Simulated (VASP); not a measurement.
# ScAlH6 in VASP: a series of runs, part 2 of 2

VASP 6.6.1. The steps go on from the part before.

**4. Relaxation of cell and atoms, PBEsol**

This run uses another cell than the first one, of 10.25 Å³/atom, 1.464 times its volume.

INCAR

```
PREC = Accurate ; ENCUT = 600
EDIFF = 1E-6 ; ISMEAR = -1
SIGMA = 0.03 ; LREAL = F
LASPH = T ; NELM = 60
ALGO = Normal ; ISIF = 3
LWAVE = F ; LCHARG = F
GGA = PS ; IBRION = 2
NSW = 100 ; EDIFFG = -0.01
```

KPOINTS

```
regular mesh
0
Gamma
  6 6 6
```

POSCAR

```
ScAlH6
1.0
    3.3169845700      1.9150619300      2.1522239700
   -3.3169845700      1.9150619300      2.1522239700
    0.0000000000     -3.8301238700      2.1522239700
Sc Al H
1 1 6
Direct
    0.0000000000      0.0000000000      0.0000000000
    0.5000000000      0.5000000000      0.5000000000
    0.5829775400      0.2642506400      0.2194230800
    0.2642506400      0.2194230800      0.5829775400
    0.7805769200      0.4170224600      0.7357493600
    0.7357493600      0.7805769200      0.4170224600
    0.4170224600      0.7357493600      0.7805769200
    0.2194230800      0.5829775400      0.2642506400
```

Potentials or basis: VASP PAW PBE potentials, release 64 (Sc_sv, Al, H).

Started as:

```sh
> cat potpaw_PBE.64/Sc_sv/POTCAR potpaw_PBE.64/Al/POTCAR potpaw_PBE.64/H/POTCAR > POTCAR
> mpirun -np 1 vasp_std > vasp.out
```

OUTCAR:

```text
PREC = Accurate
   ENCUT = 600
   EDIFF = 1E-6
   ISMEAR = -1
   LREAL = F
   LASPH = T
   NELM = 60
   ISIF = 3
   GGA = PS
   IBRION = 2
   NSW = 100
   EDIFFG = -0.01

 ion  position               nearest neighbor table
   1  0.000  0.000  0.000-   2 3.23   2 3.23
   2  0.500  0.500  0.500-   4 1.61   6 1.61   5 1.61   8 1.61   7 1.61   3 1.61   1 3.23   1 3.23

   3  0.583  0.264  0.219-   2 1.61
   4  0.264  0.219  0.583-   2 1.61
   5  0.781  0.417  0.736-   2 1.61
   6  0.736  0.781  0.417-   2 1.61
   7  0.417  0.736  0.781-   2 1.61
   8  0.219  0.583  0.264-   2 1.61

  LATTYP: Found a trigonal (rhomboedric) cell.
 ALAT       =     4.3933946871
 COS(alpha) =    -0.1400304650

  Lattice vectors:

 A1 = (   3.3169845700,   1.9150619300,   2.1522239700)
 A2 = (  -3.3169845700,   1.9150619300,   2.1522239700)
 A3 = (   0.0000000000,  -3.8301238700,   2.1522239700)

Analysis of symmetry for initial positions (statically):
=====================================================================
 Subroutine PRICEL returns:
 Original cell was already a primitive cell.

 Routine SETGRP: Setting up the symmetry group for a
 trigonal (rhombohedral) supercell.

 Subroutine GETGRP returns: Found  6 space group operations
 (whereof  6 operations were pure point group operations)
 out of a pool of 12 trial point group operations.

The static configuration has the point symmetry S_6 .

Analysis of symmetry for dynamics (positions and initial velocities):
=====================================================================
 Subroutine PRICEL returns:
 Original cell was already a primitive cell.

 Routine SETGRP: Setting up the symmetry group for a
 trigonal (rhombohedral) supercell.

 Subroutine GETGRP returns: Found  6 space group operations
 (whereof  6 operations were pure point group operations)
 out of a pool of 12 trial point group operations.

The dynamic configuration has the point symmetry S_6 .

 Subroutine INISYM returns: Found  6 space group operations
[... 156 lines left out ...]

  energy without entropy =      -29.14388942  energy(sigma->0) =      -29.14388944

------------------------ aborting loop because EDIFF is reached ----------------------------------------

  FORCE on cell =-STRESS in cart. coord.  units (eV):
  Direction    XX          YY          ZZ          XY          YZ          ZX
  --------------------------------------------------------------------------------------
  -------------------------------------------------------------------------------------
  Total       -2.4964368     -2.4964368     -4.4560097      0.0000000      0.0000000      0.0000000
  in kB      -48.7602770    -48.7602769    -87.0345564      0.0000003      0.0000001      0.0000000
  external PRESSURE =     -61.5183701 kB  Pullay stress =       0.0000000 kB
[... 71 lines left out ...]
--------------------------------------- Ionic step        3  -------------------------------------------

 number of electron      19.9999999 magnetization

 E-fermi :   2.5489     XC(G=0):  -9.7068

 val. band max:        2.1580599618   @ k =   0.5000  -0.0000  -0.0000
 cond. band min:       2.9062425126   @ k =   0.0000   0.0000   0.0000
 fundamental gap:      0.7481825508
 Fermi energy:         2.5488506247

 k-point     1 :       0.0000    0.0000    0.0000
  band No.  band energies     occupation
      1     -47.4087      2.00000
      2     -26.1382      2.00000
      3     -26.0396      2.00000
      4     -26.0396      2.00000
      5      -6.8619      2.00000
      6      -0.4187      2.00000
      7      -0.4187      2.00000
      8       0.2855      2.00000
      9       0.2855      2.00000
     10       0.3946      2.00000
     11       2.9062      0.00001
     12       4.0391      0.00000
     13       4.0391      0.00000
     14       6.4034      0.00000
[... 450 lines left out ...]
  FREE ENERGIE OF THE ION-ELECTRON SYSTEM (eV)
  ---------------------------------------------------
  free  energy   TOTEN  =       -31.3690935467 eV

  energy  without entropy=      -31.3690934964  energy(sigma->0) =      -31.36909352

[... ionic steps 4 to 24 ...]

--------------------------------------- Ionic step       25  -------------------------------------------

 number of electron      19.9999998 magnetization

------------------------ aborting loop because EDIFF is reached ----------------------------------------
[... 79 lines left out ...]
--------------------------------------- Ionic step       27  -------------------------------------------

 number of electron      19.9999998 magnetization

 Free energy of the ion-electron system (eV)
  ---------------------------------------------------
  ext. energy  EPLUGINS =         0.00000000
  ---------------------------------------------------
  free energy    TOTEN  =       -31.99167481 eV

  energy without entropy =      -31.99167481  energy(sigma->0) =      -31.99167481

 E-fermi :   4.2742     XC(G=0): -10.4575

 val. band max:        3.6759779540   @ k =   0.5000  -0.0000  -0.0000
 cond. band min:       4.8962097790   @ k =   0.5000   0.5000  -0.0000
 fundamental gap:      1.2202318250
 Fermi energy:         4.2742497798

 k-point     1 :       0.0000    0.0000    0.0000
  band No.  band energies     occupation
      1     -45.4444      2.00000
      2     -24.1716      2.00000
      3     -24.1367      2.00000
      4     -24.1367      2.00000
      5      -6.7650      2.00000
      6       0.0433      2.00000
      7       0.0433      2.00000
      8       1.1783      2.00000
      9       2.1250      2.00000
     10       2.1250      2.00000
     11       4.9029      0.00000
     12       5.8983      0.00000
     13       5.8983      0.00000
     14       8.7114      0.00000
[... 450 lines left out ...]
  FREE ENERGIE OF THE ION-ELECTRON SYSTEM (eV)
  ---------------------------------------------------
  free  energy   TOTEN  =       -31.9916748072 eV

  energy  without entropy=      -31.9916748071  energy(sigma->0) =      -31.99167481

 reached required accuracy - stopping structural energy minimisation
```

CONTCAR:

```text
ScAlH6
   1.00000000000000
     2.9211103415621245    1.6865038525822245    1.8899046210508772
    -2.9211103535311396    1.6865038318512815    1.8899046210508768
     0.0000000119690153   -3.3730076921518179    1.8899046200343723
  Sc              Al              H
     1     1     6
Direct
     0.0000000000000000    0.0000000000000000    0.0000000000000000
     0.5000000000000000    0.5000000000000000    0.5000000000000000
     0.5494181992255068    0.2306599747115521    0.1204007611645947
     0.2306599747158420    0.1204007611699997    0.5494181992263373
     0.8795992388341156    0.4505818007743182    0.7693400252901865
     0.7693400252841579    0.8795992388300002    0.4505818007736628
     0.4505818007744931    0.7693400252884484    0.8795992388354053
     0.1204007611658845    0.5494181992256820    0.2306599747098136

  0.00000000E+00  0.00000000E+00  0.00000000E+00
  0.00000000E+00  0.00000000E+00  0.00000000E+00
  0.00000000E+00  0.00000000E+00  0.00000000E+00
  0.00000000E+00  0.00000000E+00  0.00000000E+00
  0.00000000E+00  0.00000000E+00  0.00000000E+00
  0.00000000E+00  0.00000000E+00  0.00000000E+00
  0.00000000E+00  0.00000000E+00  0.00000000E+00
  0.00000000E+00  0.00000000E+00  0.00000000E+00
```

It took 16 min on 1 thread of Oxide Virtual Turin-like, shared host; peak memory 0.23 GiB.

Results:

```yaml
Free_energy: -31.9917 eV
Relaxed_volume: 6.98 Å³/atom
Relaxed_cell: a = 3.866 Å, b = 3.866 Å, c = 3.866 Å, α = 98.14°, β = 98.14°, γ = 98.14°
Space_group_after_relaxing_to_0.05_Å: R-3 (No. 148)
Energy_gained_by_relaxing: 356.0 meV/atom
Ionic_steps: 27
Pressure_after_relaxing: 0.1 GPa
Largest_force_after_relaxing: 0.007 eV/Å
Band_gap_on_the_k_mesh: 1.22 eV, indirect (least direct gap 1.61 eV)
```

Forces on the atoms (eV/Å):
```
Sc   0.000  0.000  0.000
Al   0.000  0.000  0.000
H    0.004  0.004  0.002
H    0.002 -0.006  0.002
H    0.006 -0.002 -0.002
H   -0.002  0.006 -0.002
H   -0.004 -0.004 -0.002
H   -0.006  0.002  0.002
```

Stress tensor (GPa, compression positive):
```
 0.18  0.00  0.00
 0.00  0.18  0.00
 0.00  0.00 -0.03
```

Step by step:
| step | energy change (eV) | largest force (eV/Å) | pressure (GPa) | volume (Å³) |
| --- | --- | --- | --- | --- |
| 1 | 0.0000 | 1.9631 | -6.15 | 82.03 |
| 2 | -1.1054 | 1.1695 | -9.06 | 77.44 |
| 3 | -2.2252 | 0.5836 | -10.54 | 67.40 |
| 4 | -2.6511 | 0.5163 | -0.77 | 58.03 |
| 5 | -2.6594 | 0.5072 | 1.16 | 56.77 |
| 6 | -2.7571 | 0.2725 | 0.98 | 56.97 |
| 7 | -2.7848 | 0.2091 | 0.93 | 57.14 |
| 8 | -2.8049 | 0.0874 | -0.55 | 57.80 |
| 9 | -2.8076 | 0.0465 | -1.28 | 58.15 |
| 10 | -2.8137 | 0.0376 | -0.12 | 57.45 |
| 11 | -2.8137 | 0.0379 | -0.04 | 57.41 |
| 12 | -2.8148 | 0.0395 | 0.04 | 57.32 |
| 13 | -2.8173 | 0.0472 | 0.30 | 57.03 |
| 14 | -2.8195 | 0.0680 | 0.81 | 56.47 |
| 15 | -2.8198 | 0.0675 | 0.81 | 56.47 |
| 16 | -2.8209 | 0.0656 | 0.76 | 56.45 |
| 17 | -2.8231 | 0.0623 | 0.68 | 56.41 |
| 18 | -2.8272 | 0.0575 | 0.50 | 56.35 |
| 19 | -2.8340 | 0.0568 | 0.07 | 56.21 |
| 20 | -2.8359 | 0.0961 | -0.88 | 55.93 |
| 21 | -2.8375 | 0.0719 | -0.42 | 56.06 |
| 22 | -2.8422 | 0.0607 | -0.26 | 55.90 |
| 23 | -2.8458 | 0.0480 | -0.05 | 55.64 |
| 24 | -2.8458 | 0.0473 | -0.01 | 55.60 |
| 25 | -2.8467 | 0.0288 | 0.10 | 55.63 |
| 26 | -2.8475 | 0.0120 | 0.32 | 55.70 |
| 27 | -2.8478 | 0.0067 | 0.11 | 55.86 |

Final structure:
```
Sc Al H
1.0
     2.92111    1.68650    1.88990
    -2.92111    1.68650    1.88990
     0.00000   -3.37301    1.88990
Sc Al H
1 1 6
Direct
  0.00000 0.00000 0.00000
  0.50000 0.50000 0.50000
  0.54942 0.23066 0.12040
  0.23066 0.12040 0.54942
  0.87960 0.45058 0.76934
  0.76934 0.87960 0.45058
  0.45058 0.76934 0.87960
  0.12040 0.54942 0.23066
```

Caveat: the volume moved by over 15 % at a fixed basis, so the end points are rough; the PAW data sets were made with another functional, which shifts forces and pressure a little. Expect the measured gap to be larger: semilocal functionals such as PBEsol lack the derivative discontinuity.

**5. Relaxation of cell and atoms, r2SCAN+rVV10**

This run uses another cell than the first one, of 6.98 Å³/atom, 0.996 times its volume.

POSCAR

```
ScAlH6
1.0
    2.9212018803      1.6865566905      1.8878861873
   -2.9212018803      1.6865566905      1.8878861873
    0.0000000000     -3.3731133853      1.8878861834
Sc Al H
1 1 6
Direct
    0.0000000000      0.0000000000      0.0000000000
    0.5000000000      0.5000000000      0.5000000000
    0.5495724837      0.2304192221      0.1203540091
    0.2304192221      0.1203540091      0.5495724837
    0.8796459909      0.4504275163      0.7695807779
    0.7695807779      0.8796459909      0.4504275163
    0.4504275163      0.7695807779      0.8796459909
    0.1203540091      0.5495724837      0.2304192221
```

INCAR.step1

```
PREC = Accurate
ENCUT = 600
ISMEAR = -1
SIGMA = 0.03
LREAL = False
LASPH = True
NELM = 100
GGA = PE
ALGO = Normal
EDIFF = 1E-4
LWAVE = True
LCHARG = False
```

INCAR.step2

```
PREC = Accurate
ENCUT = 600
EDIFF = 1E-6
ISMEAR = -1
SIGMA = 0.03
LREAL = False
LASPH = True
NELM = 100
ALGO = Normal
ISIF = 3
LWAVE = False
LCHARG = False
METAGGA = R2SCAN
LMIXTAU = True
LUSE_VDW = True
IVDW_NL = 2
BPARAM = 11.95
CPARAM = 0.0093
IBRION = 2
NSW = 100
EDIFFG = -0.01
ISTART = 1
```

KPOINTS

```
Automatic mesh
0
Gamma
  6 6 6
```

Started as:

```sh
> cat potpaw_PBE.64/Sc_sv/POTCAR potpaw_PBE.64/Al/POTCAR potpaw_PBE.64/H/POTCAR > POTCAR
> cp INCAR.step1 INCAR
> mpirun -np 1 vasp_std > vasp.out
> cp INCAR.step2 INCAR
> mpirun -np 1 vasp_std > vasp.out
```

Wall time 28 min (1 thread of Oxide Virtual Turin-like, shared host); peak memory 0.33 GiB.

The run converged. Its results:

| Item | Value |
| --- | --- |
| Free energy | -40.1032 eV |
| Relaxed volume | 7.22 Å³/atom |
| Relaxed cell | a = 3.913 Å, b = 3.913 Å, c = 3.913 Å, α = 98.44°, β = 98.44°, γ = 98.44° |
| Space group after relaxing (to 0.05 Å) | R-3 (No. 148) |
| Energy gained by relaxing | 6.0 meV/atom |
| Ionic steps | 11 |
| Pressure after relaxing | 0.1 GPa |
| Largest force after relaxing | 0.009 eV/Å |
| Band gap on the k mesh | 1.64 eV, indirect (least direct gap 2.18 eV) |

Forces on the atoms (eV/Å):
```
Sc   0.000  0.000  0.000
Al   0.000  0.000  0.000
H   -0.003 -0.008 -0.005
H   -0.005  0.006 -0.005
H   -0.008 -0.001  0.005
H    0.005 -0.006  0.005
H    0.003  0.008  0.005
H    0.008  0.001 -0.005
```

Stress tensor (GPa, compression positive):
```
 0.18  0.00  0.00
 0.00  0.18  0.00
 0.00  0.00 -0.11
```

The path:
```tsv
step	energy change (eV)	largest force (eV/Å)	pressure (GPa)	volume (Å³)
1	0.0000	0.2794	0.90	55.81
2	-0.0200	0.1633	0.90	56.12
3	-0.0316	0.0742	1.01	56.63
4	-0.0353	0.0593	0.13	57.19
5	-0.0359	0.0556	-0.46	57.58
6	-0.0378	0.0504	-0.29	57.55
7	-0.0399	0.0443	0.14	57.48
8	-0.0414	0.0400	0.13	57.50
9	-0.0448	0.0287	0.11	57.55
10	-0.0474	0.0151	0.08	57.66
11	-0.0478	0.0093	0.08	57.74
```

Final structure:
```
CELL_PARAMETERS angstrom
2.96277 1.71055 1.89871
-2.96277 1.71056 1.89871
-0.00001 -3.42111 1.89871
ATOMIC_POSITIONS crystal
Sc 0.00000 0.00000 0.00000
Al 0.50000 0.50000 0.50000
H 0.55514 0.22331 0.14242
H 0.22331 0.14242 0.55514
H 0.85758 0.44486 0.77669
H 0.77669 0.85758 0.44486
H 0.44486 0.77669 0.85758
H 0.14242 0.55514 0.22331
```

Levels at points of the mesh, in eV from the valence-band top:
```csv
k point,band 7,band 8,band 9,band 10,band 11,band 12,band 13,band 14
"(0.00, 0.00, 0.00)",-3.34,-2.61,-1.66,-1.66,1.64,2.63,2.63,5.62
"(0.50, 0.00, 0.00)",-3.72,-2.75,-0.76,0.00,2.18,2.49,3.29,4.41
"(0.50, 0.50, 0.00)",-5.22,-4.42,-1.03,-0.98,1.70,3.19,3.41,4.19
"(0.50, 0.50, 0.50)",-4.16,-4.16,-4.14,-4.14,3.20,3.20,3.81,4.46
```

Caveat: the PAW data sets were made with another functional, which shifts forces and pressure a little. A k mesh can miss the band edges.

**6. Overview**

| task | level | cell | k mesh | cutoff (eV) | smearing | gap on the mesh (eV) | pressure (GPa) | relaxed volume (Å³/atom) | largest force (eV/Å) |
| --- | --- | --- | --- | --- | --- | --- | --- | --- | --- |
| single point | PBEsol | a = 3.881, b = 3.859, c = 3.873 Å, angles 98.1, 98.4, 98.3°, 8 atoms | 6 × 6 × 6 | 520 | fermi-dirac 0.05 eV | 1.26 | 0.0 | - | 0.01 |
| single point | r2SCAN+rVV10 | a = 3.913 Å, angles 98.5°, 8 atoms | 8 × 8 × 8 | 520 | fermi-dirac 0.03 eV | 1.60 | 0.0 | - | 0.02 |
| relaxation of cell and atoms | PBEsol | relaxed from a = 4.393 Å, angles 98.0°, 8 atoms | 6 × 6 × 6 | 600 | fermi-dirac 0.03 eV | 1.22 | 0.1 | 6.98 | 0.01 |
| relaxation of cell and atoms | r2SCAN+rVV10 | relaxed from a = 3.865 Å, angles 98.2°, 8 atoms | 6 × 6 × 6 | 600 | fermi-dirac 0.03 eV | 1.64 | 0.1 | 7.22 | 0.01 |

Alike in all rows: potentials or basis VASP PAW PBE potentials, release 64 (Sc_sv, Al, H); no spin polarisation.

Caveats: the PAW data sets were made with another functional, which shifts forces and pressure a little; the volume moved by over 15 % at a fixed basis, so the end points are rough (some runs).

Total energies depend on the potentials used, so only differences within one code and one set of settings carry meaning.
